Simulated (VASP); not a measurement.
# SiC (F-43m) in VASP: a series of runs, part 2 of 2

VASP 6.6.1. Earlier steps stand in the parts before.

### 4 Single point, PBE

This run uses another cell than the first one, of 10.50 Å³/atom, 0.940 times its volume.

INCAR

```
SYSTEM = SiC
PREC = Accurate
ENCUT = 520
EDIFF = 1E-6
ISMEAR = 0
SIGMA = 0.01
LREAL = .False.
LASPH = .True.
NELM = 60
ALGO = Normal
ISIF = 2
LWAVE = .False.
LCHARG = .False.
GGA = PE
NBANDS = 11
```

KPOINTS

```
Automatic mesh
0
Gamma
  12 12 12
  0 0 0
```

POSCAR

```
SiC
1.0
    0.0000000000      2.1898640989      2.1898640989
    2.1898640989      0.0000000000      2.1898640989
    2.1898640989      2.1898640989      0.0000000000
Si C
1 1
Direct
    0.0000000000      0.0000000000      0.0000000000
    0.7500000000      0.7500000000      0.7500000000
```

Potentials or basis: VASP PAW PBE potentials, release 64 (Si, C).

On the command line:

```sh
$ cat potpaw_PBE.64/Si/POTCAR potpaw_PBE.64/C/POTCAR > POTCAR
$ mpirun -np 1 vasp_std > vasp.out
```

OUTCAR:

```text
SYSTEM = SiC
   PREC = Accurate
   ENCUT = 520
   EDIFF = 1E-6
   ISMEAR = 0
   LREAL = .False.
   LASPH = .True.
   NELM = 60
   ISIF = 2
   GGA = PE

 ion  position               nearest neighbor table
   1  0.000  0.000  0.000-   2 1.90   2 1.90   2 1.90   2 1.90
   2  0.750  0.750  0.750-   1 1.90   1 1.90   1 1.90   1 1.90

  LATTYP: Found a face centered cubic cell.
 ALAT       =     4.3797281978

  Lattice vectors:

 A1 = (   0.0000000000,   2.1898640989,   2.1898640989)
 A2 = (   2.1898640989,   0.0000000000,   2.1898640989)
 A3 = (   2.1898640989,   2.1898640989,   0.0000000000)

Analysis of symmetry for initial positions (statically):
=====================================================================
 Subroutine PRICEL returns:
 Original cell was already a primitive cell.

 Routine SETGRP: Setting up the symmetry group for a
 face centered cubic supercell.

 Subroutine GETGRP returns: Found 24 space group operations
 (whereof 24 operations were pure point group operations)
 out of a pool of 48 trial point group operations.

The static configuration has the point symmetry T_d .

Analysis of symmetry for dynamics (positions and initial velocities):
=====================================================================
 Subroutine PRICEL returns:
 Original cell was already a primitive cell.

 Routine SETGRP: Setting up the symmetry group for a
 face centered cubic supercell.

 Subroutine GETGRP returns: Found 24 space group operations
 (whereof 24 operations were pure point group operations)
 out of a pool of 48 trial point group operations.

The dynamic configuration has the point symmetry T_d .

 Subroutine INISYM returns: Found 24 space group operations
 (whereof 24 operations are pure point group operations),
 and found     1 'primitive' translations

----------------------------------------------------------------------------------------

                                     Primitive cell

  volume of cell :      21.0030

[... 115 lines left out ...]
   AEXX    =    0.0000 exact exchange contribution
   IVDW    =     0    specifies the selected vdW correction
   LEPSILON=     F    determine dielectric tensor
   LRPA    =     F    only Hartree local field effects (RPA)
 non-spin polarized calculation
 Gauss-broadening in eV      SIGMA  =   0.01
  energy-cutoff  :      520.00
  volume of cell :       21.00
 maximum number of plane-waves:       588
   NGX = 11   NGY = 11   NGZ = 11

 number of electron       8.0000001 magnetization

 Free energy of the ion-electron system (eV)
  ---------------------------------------------------
  ext. energy  EPLUGINS =         0.00000000
  ---------------------------------------------------
  free energy    TOTEN  =       -15.06096292 eV

  energy without entropy =      -15.06096292  energy(sigma->0) =      -15.06096292

 E-fermi :   8.0645     XC(G=0): -11.2913

 val. band max:        7.9402932241   @ k =   0.0000   0.0000   0.0000
 cond. band min:       9.3109017741   @ k =   0.5000   0.5000   0.0000
 fundamental gap:      1.3706085501
 Fermi energy:         8.0644838893

 k-point     1 :       0.0000    0.0000    0.0000
  band No.  band energies     occupation
      1      -7.3463      2.00000
      2       7.9403      2.00000
      3       7.9403      2.00000
      4       7.9403      2.00000
      5      13.9995      0.00000
      6      15.1448      0.00000
      7      15.1448      0.00000
      8      15.1448      0.00000
      9      22.3601      0.00000
     10      22.3601      0.00000
     11      24.1903      0.00000
[... 309 lines left out ...]
 k-point    24 :      -0.4167    0.1667    0.0000
  band No.  band energies     occupation
      1      -3.5154      2.00000
      2       0.0036      2.00000
      3       4.8736      2.00000
      4       6.4385      2.00000
      5      13.0366      0.00000
      6      15.5565      0.00000
      7      16.4050      0.00000
      8      18.9780      0.00000
      9      22.4876      0.00000
     10      23.2134      0.00000
     11      25.9374      0.00000

 [... further k-points ...]

------------------------ aborting loop because EDIFF is reached ----------------------------------------

  FORCE on cell =-STRESS in cart. coord.  units (eV):
  Direction    XX          YY          ZZ          XY          YZ          ZX
  --------------------------------------------------------------------------------------
  -------------------------------------------------------------------------------------
  Total       -0.0063573     -0.0063573     -0.0063573      0.0000000      0.0000000     -0.0000000
  in kB       -0.4849537     -0.4849537     -0.4849537      0.0000000      0.0000000     -0.0000000
  external PRESSURE =      -0.4849537 kB  Pullay stress =       0.0000000 kB

 VOLUME and BASIS-vectors are now :
 -----------------------------------------------------------------------------
  energy-cutoff  :      520.00
  volume of cell :       21.00
      direct lattice vectors                 reciprocal lattice vectors
     0.000000000  2.189864099  2.189864099    -0.228324671  0.228324671  0.228324671
     2.189864099  0.000000000  2.189864099     0.228324671 -0.228324671  0.228324671
     2.189864099  2.189864099  0.000000000     0.228324671  0.228324671 -0.228324671

 POSITION                                       TOTAL-FORCE (eV/Angst)
 -----------------------------------------------------------------------------------
      0.00000      0.00000      0.00000         0.000000      0.000000      0.000000
      3.28480      3.28480      3.28480        -0.000000     -0.000000     -0.000000
 -----------------------------------------------------------------------------------
    total drift:                               -0.000000     -0.000000     -0.000000

  FREE ENERGIE OF THE ION-ELECTRON SYSTEM (eV)
  ---------------------------------------------------
  free  energy   TOTEN  =       -15.0609629208 eV

  energy  without entropy=      -15.0609629208  energy(sigma->0) =      -15.06096292
```

Run time: 9.2 s. Hardware: 1 thread of Intel Xeon 6975P-C, shared host; peak memory 0.14 GiB.

Results:

| Property | Result |
| --- | --- |
| Free energy | -15.0610 eV |
| Pressure | 0.0 GPa |
| Band gap on the k mesh | 1.37 eV, indirect (least direct gap 4.53 eV) |

A k mesh can miss the band edges. PBE gaps usually lie below the measured ones, often by a third to a half.

### 5 Single point, PBE (volume scaled by 1.02)

INCAR

```
SYSTEM = SiC
PREC = Accurate
ENCUT = 520
EDIFF = 1E-7
ISMEAR = 0
SIGMA = 0.01
LREAL = .False.
LASPH = .True.
NELM = 60
ALGO = Normal
ISIF = 2
LWAVE = .False.
LCHARG = .True.
GGA = PE
LELF = .True.
LVHAR = .True.
NBANDS = 11
```

KPOINTS is that of step 4.

POSCAR

```
SiC
1.0
    0.0000000000      2.2043669328      2.2043669328
    2.2043669328      0.0000000000      2.2043669328
    2.2043669328      2.2043669328      0.0000000000
Si C
1 1
Direct
    0.0000000000      0.0000000000      0.0000000000
    0.7500000000      0.7500000000      0.7500000000
```

On the command line:

```sh
$ cat potpaw_PBE.64/Si/POTCAR potpaw_PBE.64/C/POTCAR > POTCAR
$ mpirun -np 1 vasp_std > vasp.out
```

Wall time 8.4 s (1 thread of Intel Xeon 6975P-C, shared host); peak memory 0.14 GiB.

It converged, with:

| Quantity | Value |
| --- | --- |
| Free energy | -15.0556 eV |
| Pressure | -4.1 GPa |
| Band gap on the k mesh | 1.39 eV, indirect (least direct gap 4.51 eV) |

Levels at points of the mesh, in eV from the valence-band top:
```tsv
k point	band 2	band 3	band 4	band 5	band 6	band 7
(0.00, 0.00, 0.00)	0.00	0.00	0.00	5.83	7.07	7.07
(0.50, 0.00, 0.00)	-8.35	-1.04	-1.04	5.12	7.09	7.09
(0.50, 0.50, 0.00)	-7.69	-3.12	-3.12	1.39	4.20	13.63
```

Caveat: the cell differs from its parent crystal (volume scaled by 1.02).

### 6 Relaxation of cell and atoms, PBE

This run uses another cell than the first one, of 10.50 Å³/atom, 0.940 times its volume.

INCAR

```
  PREC = Accurate
  ENCUT = 600
  EDIFF = 1E-7
  ISMEAR = 0
  SIGMA = 0.01
  LREAL = False
  LASPH = True
  NELM = 60
  ALGO = Normal
  ISIF = 3
  LWAVE = False
  LCHARG = False
  GGA = PE
  IBRION = 2
  NSW = 80
  EDIFFG = -0.001
```

KPOINTS

```
Automatic mesh
0
Gamma
  12 12 12
```

POSCAR

```
SiC
1.0
    0.0000000000      2.1898640989      2.1898640989
    2.1898640989      0.0000000000      2.1898640989
    2.1898640989      2.1898640989      0.0000000000
Si C
1 1
Direct
    0.0000000000      0.0000000000      0.0000000000
    0.7500000000      0.7500000000      0.7500000000
```

Potentials or basis: VASP PAW PBE potentials, release 64 (Si, C).

On the command line:

```sh
$ cat potpaw_PBE.64/Si/POTCAR potpaw_PBE.64/C/POTCAR > POTCAR
$ mpirun -np 1 vasp_std > vasp.out
```

Run time: 32 s. Hardware: 1 thread of Intel Xeon 6975P-C, shared host; peak memory 0.16 GiB.

The run converged. Its results:

| Item | Value |
| --- | --- |
| Free energy | -15.0623 eV |
| Relaxed volume | 10.49 Å³/atom |
| Relaxed cell | a = 3.096 Å, b = 3.096 Å, c = 3.096 Å, α = 60.00°, β = 60.00°, γ = 60.00° |
| Space group after relaxing (to 0.05 Å) | F-43m (No. 216) |
| Energy gained by relaxing | 0.0 meV/atom |
| Ionic steps | 3 |
| Pressure after relaxing | 0.0 GPa |
| Band gap on the k mesh | 1.37 eV, indirect (least direct gap 4.53 eV) |

Final structure:
```xyz
2
Lattice="0.0000 2.1892 2.1892 2.1892 0.0000 2.1892 2.1892 2.1892 0.0000" Properties=species:S:1:pos:R:3 pbc="T T T"
Si    0.0000    0.0000    0.0000
C     3.2838    3.2838    3.2838
```

Levels at points of the mesh, in eV from the valence-band top:
| k point | band 2 | band 3 | band 4 | band 5 | band 6 | band 7 |
| --- | --- | --- | --- | --- | --- | --- |
| (0.00, 0.00, 0.00) | 0.00 | 0.00 | 0.00 | 6.07 | 7.21 | 7.21 |
| (0.50, 0.00, 0.00) | -8.46 | -1.05 | -1.05 | 5.31 | 7.17 | 7.17 |
| (0.50, 0.50, 0.00) | -7.75 | -3.16 | -3.16 | 1.37 | 4.27 | 13.87 |

### 7 Overview

| task | level | cell | cutoff (eV) | smearing | gap on the mesh (eV) | pressure (GPa) |
| --- | --- | --- | --- | --- | --- | --- |
| single point | PBEsol | a = 3.161 Å, angles 60.0°, 2 atoms | 520 | gaussian 0.02 eV | 1.30 | -14.4 |
| single point | PBE | a = 3.076 Å, angles 60.0°, 2 atoms | 520 | gaussian 0.01 eV | 1.35 | 4.4 |
| single point | PBE | a = 3.097 Å, angles 60.0°, 2 atoms | 520 | gaussian 0.01 eV | 1.37 | 0.0 |
| single point | PBE | a = 3.117 Å, angles 60.0°, 2 atoms | 520 | gaussian 0.01 eV | 1.39 | -4.1 |
| relaxation of cell and atoms | PBE | relaxed from a = 3.097 Å, angles 60.0°, 2 atoms | 600 | gaussian 0.01 eV | 1.37 | 0.0 |

Alike in all rows: potentials or basis VASP PAW PBE potentials, release 64 (Si, C); no spin polarisation; k mesh 12 × 12 × 12.

Caveats: the PAW data sets were made with another functional, which shifts forces and pressure a little (some runs).

Absolute energies hang on the potentials; compare differences alone.
